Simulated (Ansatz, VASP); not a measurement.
# MoS: VASP beside Ansatz

```
CELL_PARAMETERS angstrom
3.81647 0.00000 0.00000
-1.90824 3.30516 0.00000
0.00000 0.00000 6.64479
ATOMIC_POSITIONS crystal
Mo 0.00000 0.00000 0.00000
Mo 0.00000 0.00000 0.50000
S 0.33333 0.66667 0.25000
S 0.66667 0.33333 0.75000
```

Alike in both runs: task relaxation of cell and atoms; functional PBE; k mesh 12 × 12 × 6; occupations gaussian, width 0.1 eV; no spin polarisation; Hubbard terms Mo d U = 4.38 eV.

|  | VASP | Ansatz |
| --- | --- | --- |
| version | VASP 6.6.1 | Ansatz 0.2.0 |
| potentials or method | VASP PAW PBE potentials, release 64 (Mo_sv, S), cutoff 600 eV | scalar-relativistic, plane waves, PAW |
| valence electrons in the cell | 40 | 40 |

VASP gave:

- gap on the k mesh at the Fermi level, each at its own relaxed structure (eV): none
- relaxed volume (Å³/atom): 15.20
- relaxed length of the cell vector where the two differ most in proportion (Å): 3.296

**Question.** Which values does Ansatz return?

**Answer.** gap on the k mesh at the Fermi level, each at its own relaxed structure (eV): none; relaxed volume (Å³/atom): 15.45; relaxed length of the cell vector where the two differ most in proportion (Å): 3.349.

The programs project onto different local orbitals, so the same U acts differently, and such runs can settle in different states. A gap of «none» marks a metal or a gap that the smearing closes. Ansatz's warnings: filled band counts differ across k points.

Noted on VASP's run: the volume moved by over 15 % at a fixed basis, so the end points are rough.
